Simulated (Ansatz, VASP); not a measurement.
# ZrPdSe4: VASP beside Ansatz

```
Zr Pd Se
1.0
    -3.86278    3.86278    2.57042
     3.86278   -3.86278    2.57042
     3.86278    3.86278   -2.57042
Zr Pd Se
1 1 4
Direct
  0.00000 0.00000 0.00000
  0.50000 0.50000 0.00000
  0.50000 0.81217 0.31217
  0.50000 0.18783 0.68783
  0.81217 0.50000 0.31217
  0.18783 0.50000 0.68783
```

Alike in both runs: functional PBE; k mesh 4 × 4 × 4; occupations gaussian, width 0.1 eV; no spin polarisation.

Ansatz relaxed the structure, and its values are those at the end. VASP's run is a single point on that final structure, the one shown.

|  | VASP | Ansatz |
| --- | --- | --- |
| version | VASP 6.6.1 | Ansatz 0.2.0 |
| potentials or method | VASP PAW PBE potentials, release 64 (Zr_sv, Pd, Se), cutoff 520 eV | scalar-relativistic, plane waves, PAW |
| valence electrons in the cell | 46 | 94 |

|  | VASP | Ansatz | Ansatz less VASP |
| --- | --- | --- | --- |
| gap on the k mesh at the Fermi level (eV) | none | none | - |
| pressure (GPa) | 0.0 | 0.0 | -0.03 |

A gap of «none» marks a metal or a gap that the smearing closes. VASP's potentials hold 46 valence electrons a cell and Ansatz's 94, so a difference there can come from the potentials and not from the codes.

The k mesh is coarse, so the values compare programs but aren't converged.
